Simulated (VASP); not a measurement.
# H5Pt2 (P4mm) in VASP: a series of runs, part 2 of 2

VASP 6.6.1. The steps go on from the part before.

## (3) Single point, PBE

This run uses another cell than the first one, of 10.33 Å³/atom.

Contents of INCAR:

```
SYSTEM = H5Pt2
PREC     = Accurate       ! precision mode
ENCUT    = 520            ! plane-wave cutoff, eV
EDIFF    = 1E-7           ! SCF threshold, eV
ISMEAR   = 0              ! smearing method
SIGMA    = 0.1            ! smearing width, eV
LREAL    = .FALSE.        ! projectors in reciprocal space
LASPH    = .TRUE.         ! aspherical terms in the spheres
NELM     = 60             ! most SCF steps
ALGO     = Normal         ! electronic algorithm
ISIF     = 2              ! what is computed and relaxed
LWAVE    = .FALSE.        ! write WAVECAR
LCHARG   = .FALSE.        ! write CHGCAR
GGA      = PE             ! functional
NBANDS   = 22             ! bands
```

Contents of KPOINTS:

```
regular mesh
0
G
  6 6 4
  0 0 0
```

Contents of POSCAR:

```
H5Pt2
1.0
    3.4157395500      0.0000000000      0.0000000000
    0.0000000000      3.4157395500      0.0000000000
    0.0000000000      0.0000000000      6.1995053100
H Pt
5 2
Direct
    0.7957880400      0.7957880400      0.7874776100
    0.2042119600      0.2042119600      0.7874776100
    0.2042119600      0.7957880400      0.7874776100
    0.7957880400      0.2042119600      0.7874776100
    0.5000000000      0.5000000000      0.3592423700
    0.5000000000      0.0000000000      0.2972208200
    0.0000000000      0.5000000000      0.2972208200
```

Potentials or basis: VASP PAW PBE potentials, release 64 (H, Pt).

On the command line:

```bash
cat potpaw_PBE.64/H/POTCAR potpaw_PBE.64/Pt/POTCAR > POTCAR
mpirun -np 1 vasp_std > vasp.out
```

OUTCAR:

```text
SYSTEM = H5Pt2
   PREC = Accurate
   ENCUT = 520
   EDIFF = 1E-7
   ISMEAR = 0
   LREAL = .FALSE.
   LASPH = .TRUE.
   NELM = 60
   ISIF = 2
   GGA = PE

 ion  position               nearest neighbor table
   1  0.796  0.796  0.787-
   2  0.204  0.204  0.787-
   3  0.204  0.796  0.787-
   4  0.796  0.204  0.787-
   5  0.500  0.500  0.359-   6 1.75   7 1.75   6 1.75   7 1.75
   6  0.500  0.000  0.297-   5 1.75   5 1.75   7 2.42   7 2.42   7 2.42   7 2.42
   7  0.000  0.500  0.297-   5 1.75   5 1.75   6 2.42   6 2.42   6 2.42   6 2.42

  LATTYP: Found a simple tetragonal cell.
 ALAT       =     3.4157395500
 C/A-ratio  =     1.8149818566

  Lattice vectors:

 A1 = (   3.4157395500,   0.0000000000,   0.0000000000)
 A2 = (   0.0000000000,   3.4157395500,   0.0000000000)
 A3 = (   0.0000000000,   0.0000000000,   6.1995053100)

Analysis of symmetry for initial positions (statically):
=====================================================================
[... 186 lines left out ...]
 cond. band min:       2.9863674660   @ k =   0.1667   0.1667   0.2500
 fundamental gap:      0.0210140317
 Fermi energy:         2.9701243850

 k-point     1 :       0.0000    0.0000    0.0000
  band No.  band energies     occupation
      1      -9.1220      2.00000
      2      -5.3358      2.00000
      3      -4.5855      2.00000
      4      -4.3941      2.00000
      5      -0.9246      2.00000
      6      -0.9246      2.00000
[... 589 lines left out ...]
     21      14.5027      0.00000
     22      15.1568      0.00000

 [... further k-points ...]

------------------------ aborting loop because EDIFF is reached ----------------------------------------

  FORCE on cell =-STRESS in cart. coord.  units (eV):
  Direction    XX          YY          ZZ          XY          YZ          ZX
  --------------------------------------------------------------------------------------
  -------------------------------------------------------------------------------------
  Total       11.8874653     11.8874653      0.3425734      0.0000000     -0.0000000      0.0000000
  in kB      263.3136119    263.3136119      7.5881817      0.0000000     -0.0000000      0.0000000
  external PRESSURE =     178.0718019 kB  Pullay stress =       0.0000000 kB

 VOLUME and BASIS-vectors are now :
 -----------------------------------------------------------------------------
  energy-cutoff  :      520.00
  volume of cell :       72.33
      direct lattice vectors                 reciprocal lattice vectors
     3.415739550  0.000000000  0.000000000     0.292762368  0.000000000  0.000000000
     0.000000000  3.415739550  0.000000000     0.000000000  0.292762368  0.000000000
     0.000000000  0.000000000  6.199505310     0.000000000  0.000000000  0.161303193

 POSITION                                       TOTAL-FORCE (eV/Angst)
 -----------------------------------------------------------------------------------
      2.71820      2.71820      4.88197         0.514629      0.514629      0.015946
      0.69753      0.69753      4.88197        -0.514629     -0.514629      0.015946
      0.69753      2.71820      4.88197        -0.514629      0.514629      0.015946
      2.71820      0.69753      4.88197         0.514629     -0.514629      0.015946
      1.70787      1.70787      2.22712        -0.000000      0.000000      1.018826
      1.70787      0.00000      1.84262        -0.000000      0.000000     -0.541305
      0.00000      1.70787      1.84262        -0.000000     -0.000000     -0.541305
 -----------------------------------------------------------------------------------
    total drift:                               -0.000000      0.000000     -0.000069

  FREE ENERGIE OF THE ION-ELECTRON SYSTEM (eV)
  ---------------------------------------------------
  free  energy   TOTEN  =       -20.7831332872 eV

  energy  without entropy=      -20.7660987027  energy(sigma->0) =      -20.77461599
```

OSZICAR:

```text
N       E                     dE             d eps       ncg     rms          rms(c)
DAV:   1     0.107344300811E+03    0.10734E+03   -0.11393E+04  1320   0.992E+02
DAV:   2    -0.181233349333E+02   -0.12547E+03   -0.11838E+03  1570   0.207E+02
DAV:   3    -0.220230424609E+02   -0.38997E+01   -0.38576E+01  1566   0.353E+01
DAV:   4    -0.220551084664E+02   -0.32066E-01   -0.32063E-01  1450   0.336E+00
DAV:   5    -0.220556992229E+02   -0.59076E-03   -0.59076E-03  1536   0.480E-01    0.223E+01
DAV:   6    -0.220713561689E+02   -0.15657E-01   -0.25693E+01  1440   0.164E+01    0.182E+01
DAV:   7    -0.208726592083E+02    0.11987E+01   -0.10054E+01  1422   0.907E+00    0.898E+00
DAV:   8    -0.207918628933E+02    0.80796E-01   -0.15627E-01  1494   0.260E+00    0.115E+00
DAV:   9    -0.207840973860E+02    0.77655E-02   -0.29857E-02  1428   0.746E-01    0.341E-01
DAV:  10    -0.207830982700E+02    0.99912E-03   -0.57177E-03  1500   0.353E-01    0.443E-02
DAV:  11    -0.207831119121E+02   -0.13642E-04   -0.32293E-04  1452   0.100E-01    0.242E-02
DAV:  12    -0.207831296499E+02   -0.17738E-04   -0.18800E-05  1524   0.215E-02    0.787E-03
DAV:  13    -0.207831332434E+02   -0.35935E-05   -0.29200E-06  1470   0.849E-03    0.333E-03
DAV:  14    -0.207831332872E+02   -0.43725E-07   -0.88520E-07  1518   0.382E-03
   1 F= -.20783133E+02 E0= -.20774616E+02  d E =-.170346E-01
```

Run time: 62 s. Hardware: 1 thread of Oxide Virtual Turin-like, shared host; peak memory 0.17 GiB.

Results:

```yaml
Free_energy: -20.7831 eV
Pressure: 17.8 GPa
Largest_force: 1.019 eV/Å
Band_gap_on_the_k_mesh: zero (an odd number of electrons rules out a gap without spin polarisation)
```

Forces in eV/Å, atoms in the order of the input:
```
H    0.515  0.515  0.016
H   -0.515 -0.515  0.016
H   -0.515  0.515  0.016
H    0.515 -0.515  0.016
H    0.000  0.000  1.019
Pt   0.000  0.000 -0.541
Pt   0.000  0.000 -0.541
```

Caveat: the stress differs along the axes, from 1 to 26 GPa; spin-orbit coupling is left out, which moves the levels of the heavy elements; an odd number of electrons without spin polarisation forces a metal; a magnetic or distorted state may lie lower.

## (4) Single point, PBE

This run uses another cell than the first one, of 9.27 Å³/atom.

Contents of INCAR:

```
SYSTEM = H5Pt2
ALGO     = Fast           ! electronic algorithm
EDIFF    = 1E-7           ! SCF threshold, eV
ENCUT    = 520            ! plane-wave cutoff, eV
GGA      = PE             ! functional
ISIF     = 2              ! what is computed and relaxed
ISMEAR   = 0              ! smearing method
LASPH    = .TRUE.         ! aspherical terms in the spheres
LCHARG   = .TRUE.         ! write CHGCAR
LELF     = .TRUE.         ! ELF
LREAL    = .FALSE.        ! projectors in reciprocal space
LVHAR    = .TRUE.       
LWAVE    = .FALSE.        ! write WAVECAR
NBANDS   = 22             ! bands
NELM     = 80             ! most SCF steps
PREC     = Accurate       ! precision mode
SIGMA    = 0.1            ! smearing width, eV
```

Contents of KPOINTS:

```
k-points
0
G
  10 10 10
  0 0 0
```

Contents of POSCAR:

```
H5Pt2
1.0
    3.9876422694      0.0000000000      0.0000000000
    0.0000000000      3.9876422694      0.0000000000
    0.0000000000      0.0000000000      4.0821020344
H Pt
5 2
Direct
    0.7537341632      0.7537341632      0.8839261344
    0.2462658368      0.2462658368      0.8839261344
    0.2462658368      0.7537341632      0.8839261344
    0.7537341632      0.2462658368      0.8839261344
    0.5000000000      0.5000000000      0.3138611175
    0.5000000000      0.0000000000      0.1270143973
    0.0000000000      0.5000000000      0.1270143973
```

On the command line:

```bash
cat potpaw_PBE.64/H/POTCAR potpaw_PBE.64/Pt/POTCAR > POTCAR
mpirun -np 1 vasp_std > vasp.out
```

Wall time 3.1 min (1 thread of Oxide Virtual Turin-like, shared host); peak memory 0.24 GiB.

The run converged. Its results:

- Free energy: -27.3375 eV
- Pressure: -0.1 GPa
- Largest force: 0.041 eV/Å
- Band gap on the k mesh: zero (an odd number of electrons rules out a gap without spin polarisation)

Forces on the atoms (eV/Å):
```
H    0.000  0.000 -0.020
H    0.000  0.000 -0.020
H    0.000  0.000 -0.020
H    0.000  0.000 -0.020
H    0.000  0.000 -0.002
Pt   0.000  0.000  0.041
Pt   0.000  0.000  0.041
```

Stress tensor (GPa, compression positive):
```
-0.14  0.00  0.00
 0.00 -0.14  0.00
 0.00  0.00  0.00
```

Levels at points of the mesh, in eV from the Fermi level:
```tsv
k point	band 10	band 11	band 12	band 13	band 14	band 15
(0.00, 0.00, 0.00)	-1.70	-1.66	-0.77	-0.31	-0.31	4.92
(0.50, 0.00, 0.00)	-3.62	-3.45	-3.16	1.88	3.74	3.85
(0.50, 0.50, 0.00)	-2.49	-2.36	-2.12	0.32	0.32	4.04
(0.00, 0.00, 0.50)	-2.32	-1.69	-0.76	0.55	0.55	4.10
(0.50, 0.00, 0.50)	-3.18	-2.94	-2.81	0.15	1.10	4.48
(0.50, 0.50, 0.50)	-2.55	-2.42	-1.29	-0.45	-0.45	2.24
```

Caveat: spin-orbit coupling is left out, which moves the levels of the heavy elements; an odd number of electrons without spin polarisation forces a metal; a magnetic or distorted state may lie lower.

## (5) Relaxation of cell and atoms, PBE

Contents of INCAR:

```
SYSTEM = H5Pt2
PREC = Accurate
ENCUT = 600
EDIFF = 1E-7
ISMEAR = 0
SIGMA = 0.1
LREAL = .FALSE.
LASPH = .TRUE.
NELM = 100
ALGO = Fast
ISIF = 3
LWAVE = .FALSE.
LCHARG = .FALSE.
GGA = PE
IBRION = 2
NSW = 100
EDIFFG = -0.01
```

Contents of KPOINTS:

```
Automatic mesh
0
G
  10 10 10
  0 0 0
```

Contents of POSCAR:

```
H5Pt2
1.0
    3.9846989085      0.0000000000      0.0000000000
    0.0000000000      3.9846989085      0.0000000000
    0.0000000000      0.0000000000      4.3197138028
H Pt
5 2
Direct
    0.7521031853      0.7521031853      0.8905481534
    0.2478968147      0.2478968147      0.8905481534
    0.2478968147      0.7521031853      0.8905481534
    0.7521031853      0.2478968147      0.8905481534
    0.5000000000      0.5000000000      0.3029206433
    0.5000000000      0.0000000000      0.1192405965
    0.0000000000      0.5000000000      0.1192405965
```

On the command line:

```bash
cat potpaw_PBE.64/H/POTCAR potpaw_PBE.64/Pt/POTCAR > POTCAR
mpirun -np 1 vasp_std > vasp.out
```

Wall time 43 min (1 thread of Oxide Virtual Turin-like, shared host); peak memory 0.29 GiB.

The run converged. Its results:

```yaml
Free_energy: -27.3397 eV
Relaxed_volume: 9.22 Å³/atom
Relaxed_cell: a = 3.985 Å, b = 3.985 Å, c = 4.067 Å, α = 90.00°, β = 90.00°, γ = 90.00°
Space_group_after_relaxing_to_0.1_Å: P4mm (No. 99)
Energy_gained_by_relaxing: 1.0 meV/atom
Ionic_steps: 21
Pressure_after_relaxing: 0.0 GPa
Largest_force_after_relaxing: 0.010 eV/Å
Band_gap_on_the_k_mesh: zero (an odd number of electrons rules out a gap without spin polarisation)
```

Forces on the atoms (eV/Å):
```
H   -0.007 -0.007  0.001
H    0.007  0.007  0.001
H    0.007 -0.007  0.001
H   -0.007  0.007  0.001
H    0.000  0.000 -0.002
Pt   0.000  0.000 -0.001
Pt   0.000  0.000 -0.001
```

The path:
```tsv
step	energy change (eV)	largest force (eV/Å)	pressure (GPa)	volume (Å³)
1	0.0000	0.0790	-0.02	68.59
2	-0.0005	0.0139	-0.35	68.57
3	-0.0005	0.0126	-0.41	68.57
4	-0.0010	0.0079	-0.26	68.37
5	-0.0014	0.0152	-0.06	68.11
6	-0.0013	0.0475	0.36	67.60
7	-0.0015	0.0284	0.12	67.90
8	-0.0020	0.0354	0.07	67.75
9	-0.0032	0.0543	-0.06	67.32
10	-0.0040	0.0875	-0.29	66.46
11	-0.0045	0.0877	-0.02	66.16
12	-0.0046	0.0879	0.16	65.96
13	-0.0052	0.0757	0.09	65.82
14	-0.0062	0.0389	-0.12	65.41
15	-0.0060	0.0344	-0.51	64.57
16	-0.0065	0.0134	-0.28	65.05
17	-0.0067	0.0393	0.20	64.59
18	-0.0067	0.0260	0.05	64.73
19	-0.0068	0.0125	-0.01	64.60
20	-0.0068	0.0124	-0.01	64.60
21	-0.0069	0.0098	0.02	64.57
```

Final structure:
```cif
data_structure
_symmetry_space_group_name_H-M 'P 1'
_symmetry_Int_Tables_number 1
_cell_length_a 3.9847
_cell_length_b 3.9847
_cell_length_c 4.0669
_cell_angle_alpha 90.000
_cell_angle_beta 90.000
_cell_angle_gamma 90.000
_cell_volume 64.57
loop_
_atom_site_label
_atom_site_type_symbol
_atom_site_fract_x
_atom_site_fract_y
_atom_site_fract_z
_atom_site_occupancy
H1 H 0.75468 0.75468 0.88312 1
H2 H 0.24532 0.24532 0.88312 1
H3 H 0.24532 0.75468 0.88312 1
H4 H 0.75468 0.24532 0.88312 1
H5 H 0.50000 0.50000 0.31458 1
Pt1 Pt 0.50000 0.00000 0.12827 1
Pt2 Pt 0.00000 0.50000 0.12827 1
```

Levels at points of the mesh, in eV from the Fermi level:
| k point | band 9 | band 10 | band 11 | band 12 | band 13 | band 14 | band 15 | band 16 |
| --- | --- | --- | --- | --- | --- | --- | --- | --- |
| (0.00, 0.00, 0.00) | -2.67 | -1.70 | -1.63 | -0.76 | -0.32 | -0.32 | 4.93 | 5.38 |
| (0.50, 0.00, 0.00) | -3.73 | -3.63 | -3.45 | -3.16 | 1.90 | 3.73 | 3.81 | 4.59 |
| (0.50, 0.50, 0.00) | -3.26 | -2.48 | -2.36 | -2.15 | 0.33 | 0.33 | 4.06 | 4.06 |
| (0.00, 0.00, 0.50) | -2.76 | -2.32 | -1.69 | -0.75 | 0.57 | 0.57 | 4.09 | 4.94 |
| (0.50, 0.00, 0.50) | -3.48 | -3.19 | -2.94 | -2.81 | 0.14 | 1.07 | 4.49 | 4.50 |
| (0.50, 0.50, 0.50) | -3.17 | -2.55 | -2.42 | -1.29 | -0.47 | -0.47 | 2.24 | 2.24 |

Caveat: spin-orbit coupling is left out, which moves the levels of the heavy elements; an odd number of electrons without spin polarisation forces a metal; a magnetic or distorted state may lie lower.

## (6) Overview

```csv
task,cell,k mesh,cutoff (eV),gap on the mesh (eV),pressure (GPa),largest force (eV/Å)
single point,"a = 3.985, b = 3.985, c = 4.320 Å, 7 atoms, atomic positions A",6 × 6 × 4,520,none,-0.1,0.06
single point,"a = 3.416, b = 3.416, c = 6.200 Å, 7 atoms, atomic positions B",6 × 6 × 4,520,none,17.8,1.02
single point,"a = 3.988, b = 3.988, c = 4.082 Å, 7 atoms, atomic positions C",10 × 10 × 10,520,none,-0.1,0.04
relaxation of cell and atoms,"relaxed from a = 3.985, b = 3.985, c = 4.320 Å, 7 atoms, atomic positions A",10 × 10 × 10,600,none,0.0,0.01
```

Alike in all rows: level PBE; potentials or basis VASP PAW PBE potentials, release 64 (H, Pt); no spin polarisation; smearing gaussian 0.1 eV.

Caveats: some runs use coarse meshes; spin-orbit coupling is left out, which moves the levels of the heavy elements; an odd number of electrons without spin polarisation forces a metal; a magnetic or distorted state may lie lower; the stress differs along the axes, from 1 to 26 GPa (at least some runs).

Total energies depend on the potentials used, so only differences within one code and one set of settings carry meaning.

The gap in the log of VASP goes by the Fermi energy; the results here count the filled bands.